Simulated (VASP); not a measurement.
Set up this calculation in VASP 6.6.1, as the native input.

```
Task                   : relaxation of cell and atoms
Functional             : PBE
Potentials or basis    : VASP PAW PBE potentials, release 64 (Hf_pv, O)
Cutoff                 : 600 eV
k mesh                 : 6 × 6 × 4
Occupations            : gaussian, width 0.1 eV
Spin                   : no spin polarisation
Dipole correction      : no
Further INCAR settings : ALGO = Normal; EDIFF = 1e-06; IBRION = 2; EDIFFG = -0.04; NSW = 90; ISIF = 3
```

The structure of HfO2 lies in POSCAR:

```
HfO2
1.0
    3.6186533300      0.0000000000      0.0000000000
    0.0000000000      3.6186533300      0.0000000000
    0.0000000000      0.0000000000      5.1099020900
Hf O
2 4
Direct
    0.0000000000      0.0000000000      0.0000000000
    0.5000000000      0.5000000000      0.5000000000
    0.0000000000      0.5000000000      0.3145161300
    0.5000000000      0.0000000000      0.6854838700
    0.0000000000      0.5000000000      0.6854838700
    0.5000000000      0.0000000000      0.3145161300
```

One way to write it, as run:

INCAR

```
ALGO = Normal
EDIFF = 1E-6
EDIFFG = -0.04
ENCUT = 600
GGA = PE
IBRION = 2
ISIF = 3
ISMEAR = 0
LASPH = True
LCHARG = False
LREAL = False
LWAVE = False
NELM = 60
NSW = 90
PREC = Accurate
SIGMA = 0.1
```

KPOINTS

```
k-points
0
Gamma
  6 6 4
```

Potentials or basis: VASP PAW PBE potentials, release 64 (Hf_pv, O).

Command:

```console
$ cat potpaw_PBE.64/Hf_pv/POTCAR potpaw_PBE.64/O/POTCAR > POTCAR
$ mpirun -np 1 vasp_std > vasp.out
```

Results of the run:

```json
{
  "Relaxed volume": "10.87 Å³/atom",
  "Relaxed cell": "a = 3.586 Å, b = 3.586 Å, c = 5.074 Å, α = 90.00°, β = 90.00°, γ = 90.00°",
  "Space group after relaxing (to 0.1 Å)": "Fm-3m (No. 225)",
  "Energy gained by relaxing": "1017.7 meV/atom",
  "Ionic steps": "9",
  "Pressure after relaxing": "-0.2 GPa",
  "Largest force after relaxing": "0.021 eV/Å",
  "Band gap on the k mesh": "3.79 eV"
}
```

Caveat: spin-orbit coupling is left out, which moves the levels of the heavy elements.

Wall time 14 min on 1 thread of Intel Xeon 8259CL, on a shared host, peak memory 0.23 GiB.
